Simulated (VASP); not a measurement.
**ZrC: elastic constants with PBEsol**

Crystal: ZrC.

```
Zr C
1.0
     0.00000    2.33463    2.33463
     2.33463    0.00000    2.33463
     2.33463    2.33463    0.00000
Zr C
1 1
Direct
  0.50000 0.50000 0.50000
  0.00000 0.00000 0.00000
```

```
Program                   : VASP 6.6.1
Task                      : elastic constants
Functional                : PBEsol
Potentials or basis       : VASP PAW PBE potentials, release 64 (Zr_sv, C)
Cutoff                    : 600 eV
k mesh                    : 16 × 16 × 16
Occupations               : fermi-dirac, width 0.15 eV
Spin                      : no spin polarisation
Dipole correction         : no
Ions in elastic constants : relaxed
Further INCAR settings    : ALGO = Normal; EDIFF = 1e-08; IBRION = 6; POTIM = 0.015; NSW = 1; ISIF = 3
```

```json
{
 "Elastic constants C11, C12, C44": "500, 105, 156 GPa",
 "Voigt bulk modulus": "237 GPa",
 "Highest phonon frequency at Γ, LO-TO splitting left out": "445 cm⁻¹"
}
```

Phonon frequencies in cm⁻¹ (negative: imaginary):
```tsv
q point	frequencies
(0.000, 0.000, 0.000)	0 0 0 445 445 445
```

Elastic tensor in Voigt notation (GPa, in the Cartesian axes of the cell as first typed):
```
500 105 105   0   0   0
105 500 105   0   0   0
105 105 500   0   0   0
  0   0   0 156   0   0
  0   0   0   0 156   0
  0   0   0   0   0 156
```

Clamped-ion elastic tensor (GPa):
```
500 105 105   0   0   0
105 500 105   0   0   0
105 105 500   0   0   0
  0   0   0 156   0   0
  0   0   0   0 156   0
  0   0   0   0   0 156
```

It took 20 min on 1 thread of Intel(R) Xeon(R) 6975P-C (Granite Rapids), with other jobs on the host, peak memory 0.81 GiB.

Caveat: the PAW data sets were made with another functional, which shifts forces and pressure a little.
